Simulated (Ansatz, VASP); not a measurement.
Cu: VASP beside Ansatz

File INCAR:

```
SYSTEM = Cu
  PREC = Accurate
  ENCUT = 520
  EDIFF = 1E-6
  ISMEAR = 0
  SIGMA = 0.15
  LREAL = .FALSE.
  LASPH = .TRUE.
  NELM = 80
  ALGO = Fast
  ISIF = 2
  LWAVE = .FALSE.
  LCHARG = .TRUE.
  GGA = PE
  LELF = .TRUE.
  LVHAR = .TRUE.
  NBANDS = 12
```

File KPOINTS:

```
Automatic mesh
0
G
  22 22 22
  0 0 0
```

POSCAR

```
Cu
1.0
    0.0000000000      1.8075000000      1.7623125000
    1.8075000000      0.0000000000      1.7623125000
    1.8075000000      1.8075000000      0.0000000000
Cu
1
Direct
    0.0000000000      0.0000000000      0.0000000000
```

Input for Ansatz:

```yaml
crystal:
  lattice:
    - [0.0, 1.8075, 1.7623125]
    - [1.8075, 0.0, 1.7623125]
    - [1.8075, 1.8075, 0.0]
  atoms:
    - { symbol: Cu, position: [0.0, 0.0, 0.0] }
basis:
  ecutwfc: 420
kpoints:
  mp_grid: { grid: [22, 22, 22] }
hamiltonian:
  xc: pbe
scf:
  occupations: { method: gaussian, width: 0.15 }
output:
  forces: true
  stress: true
  eigenvalues: true
```

Change from the starting cell: strain +0.000 along x and y, -0.025 along z, atoms carried along.

Alike in both runs: task single point; functional PBE; k mesh 22 × 22 × 22; occupations gaussian, width 0.15 eV; no spin polarisation.

```csv
,VASP,Ansatz
version,VASP 6.6.1,Ansatz 0.2.0
potentials or method,"VASP PAW PBE potentials, release 64 (Cu), cutoff 520 eV","scalar-relativistic, plane waves, PAW"
valence electrons in the cell,11,19
```

Ansatz gave:

```
gap on the k mesh at the Fermi level (eV)                     : none
pressure (GPa)                                                : 5.8
traceless stress, the component that is largest in VASP (GPa) : 0.99
```

**Question.** Estimate VASP's values.

**Answer.** gap on the k mesh at the Fermi level (eV): none; pressure (GPa): 6.3; traceless stress, the component that is largest in VASP (GPa): 0.99.

A gap of «none» marks a metal or a gap that the smearing closes. VASP's potentials hold 11 valence electrons a cell and Ansatz's 19, so a difference there can come from the potentials and not from the codes.
